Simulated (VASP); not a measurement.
Set up this calculation in VASP 6.6.1, as the native input.

| Item | Value |
| --- | --- |
| Task | single point |
| Functional | PBE |
| Potentials or basis | VASP PAW PBE potentials, release 64 (Zn, S) |
| Cutoff | 520 eV |
| k mesh | 10 × 10 × 10 |
| Occupations | gaussian, width 0.05 eV |
| Spin | no spin polarisation |
| Dipole correction | no |
| Further INCAR settings | ALGO = Normal; EDIFF = 1e-06; NBANDS = 16 |

The structure of ZnS lies in POSCAR:

```
ZnS
1.0
    0.0000000000      2.7046500000      2.7046500000
    2.7046500000      0.0000000000      2.7046500000
    2.7046500000      2.7046500000      0.0000000000
Zn S
1 1
Direct
    0.0000000000      0.0000000000      0.0000000000
    0.7401959572      0.7500000000      0.7500000000
```

This cell differs from its parent crystal: all S atoms moved +0.037 Å, as atom 2 towards its neighbour atom 2 (S) at 3.825 Å.

One way to write it, as run:

INCAR

```
PREC     = Accurate       # precision mode
ENCUT    = 520            # plane-wave cutoff, eV
EDIFF    = 1E-6           # SCF threshold, eV
ISMEAR   = 0              # smearing method
SIGMA    = 0.05           # smearing width, eV
LREAL    = False          # projectors in reciprocal space
LASPH    = True           # aspherical terms in the spheres
NELM     = 60             # most SCF steps
ALGO     = Normal         # electronic algorithm
ISIF     = 2              # what is computed and relaxed
LWAVE    = False          # write WAVECAR
LCHARG   = False          # write CHGCAR
GGA      = PE             # functional
NBANDS   = 16             # bands
```

KPOINTS

```
regular mesh
0
Gamma
  10 10 10
```

Potentials or basis: VASP PAW PBE potentials, release 64 (Zn, S).

Command:

```sh
$ cat potpaw_PBE.64/Zn/POTCAR potpaw_PBE.64/S/POTCAR > POTCAR
$ mpirun -np 1 vasp_std > vasp.out
```

Results of the run:

```
Pressure               : 1.6 GPa
Largest force          : 0.217 eV/Å
Band gap on the k mesh : 2.07 eV
```

Caveat: the cell differs from its parent crystal (all S atoms moved +0.037 Å, as atom 2 towards its neighbour atom 2 (S) at 3.825 Å).

It took 2.7 min on 1 thread of Intel Xeon 8259CL, on a shared host, peak memory 0.29 GiB.
